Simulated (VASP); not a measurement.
Hf4O3:

```
Hf O
1.0
     5.31599    0.00000    0.00000
     0.00000    3.20399    0.00000
    -0.03097    0.00000    5.62357
Hf O
4 3
Direct
  0.27237 0.00000 0.33937
  0.72763 0.00000 0.66063
  0.25364 0.50000 0.84053
  0.74636 0.50000 0.15947
  0.50000 0.00000 0.00000
  0.00000 0.00000 0.00000
  0.00000 0.50000 0.50000
```

| Property | Result |
| --- | --- |
| Program | VASP 6.6.1 |
| Task | relaxation of cell and atoms |
| Functional | PBE |
| Potentials or basis | VASP PAW PBE potentials, release 64 (Hf_pv, O) |
| Cutoff | 600 eV |
| k mesh | 6 × 10 × 6 |
| Occupations | gaussian, width 0.1 eV |
| Spin | no spin polarisation |

At the start: pressure -2.2 GPa; volume 13.68 Å³/atom.

Task: Where does the relaxation end?

Result: Over 18 steps the energy falls by 2.7 meV/atom and the volume is 13.54 Å³/atom (-1.0 %); space group P2/m (No. 10, to 0.1 Å) before and after.

The path:
```
step  energy change (eV)  largest force (eV/Å)  pressure (GPa)  volume (Å³)
   1              0.0000                0.0978           -2.20        95.78
   2              0.0001                0.1562            3.18        93.19
   3             -0.0118                0.1277            0.42        94.48
   4             -0.0159                0.0737            0.22        94.59
   5             -0.0171                0.0910            0.04        94.70
   6             -0.0171                0.0896            0.04        94.69
   7             -0.0179                0.0434           -0.07        94.76
   8             -0.0180                0.0312           -0.09        94.79
   9             -0.0184                0.0325            0.12        94.70
  10             -0.0184                0.0335            0.18        94.67
  11             -0.0187                0.0210            0.00        94.77
  12             -0.0187                0.0168           -0.07        94.81
  13             -0.0187                0.0179           -0.11        94.83
  14             -0.0188                0.0148           -0.04        94.80
  15             -0.0188                0.0143           -0.02        94.80
  16             -0.0188                0.0128            0.00        94.78
  17             -0.0188                0.0150            0.00        94.79
  18             -0.0188                0.0034            0.01        94.79
```

Final structure:
```
Hf O
1.0
     5.24901    0.00000    0.02057
     0.00000    3.19957    0.00000
    -0.00878    0.00000    5.64376
Hf O
4 3
Cartesian
  1.4146 0.0000 1.9414
  3.8256 3.1996 3.7229
  1.3310 1.5998 4.7707
  3.9093 1.5998 0.8936
  2.6245 0.0000 0.0103
  0.0000 0.0000 0.0000
  -0.0044 1.5998 2.8219
```
